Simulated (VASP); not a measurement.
A run of VASP 6.6.1:

File INCAR:

```
  PREC = Accurate
  ENCUT = 520
  EDIFF = 1E-6
  ISMEAR = 0
  SIGMA = 0.01
  LREAL = F
  LASPH = T
  NELM = 80
  ALGO = Normal
  ISIF = 2
  LWAVE = F
  LCHARG = F
  NBANDS = 25
```

KPOINTS

```
Automatic mesh
0
Gamma
  6 6 6
```

Contents of POSCAR:

```
C3N4
1.0
    3.4567600000      0.0000000000      0.0000000000
    0.0000000000      3.4567600000      0.0000000000
    0.0000000000      0.0000000000      3.4567600000
C N
3 4
Direct
    0.0000000000      0.0000000000      0.5000000000
    0.5000000000      0.0000000000      0.0000000000
    0.0000000000      0.5000000000      0.0000000000
    0.2456900000      0.2456900000      0.7543100000
    0.7543100000      0.7543100000      0.7543100000
    0.2456900000      0.7543100000      0.2456900000
    0.7543100000      0.2456900000      0.2456900000
```

Potentials or basis: VASP PAW LDA potentials, release 64 (C, N).

Run with:

```sh
$ cat potpaw_LDA.64/C/POTCAR potpaw_LDA.64/N/POTCAR > POTCAR
$ mpirun -np 1 vasp_std > vasp.out
```

Hardware: 1 thread of Intel Xeon 6975P-C, with other jobs on the host.

Problem. Estimate the wall time of this run.

Solution. Wall time 23 s on 1 thread of Intel Xeon 6975P-C, on a shared host, peak memory 0.14 GiB. Counts: scf iterations 12, k points 20.
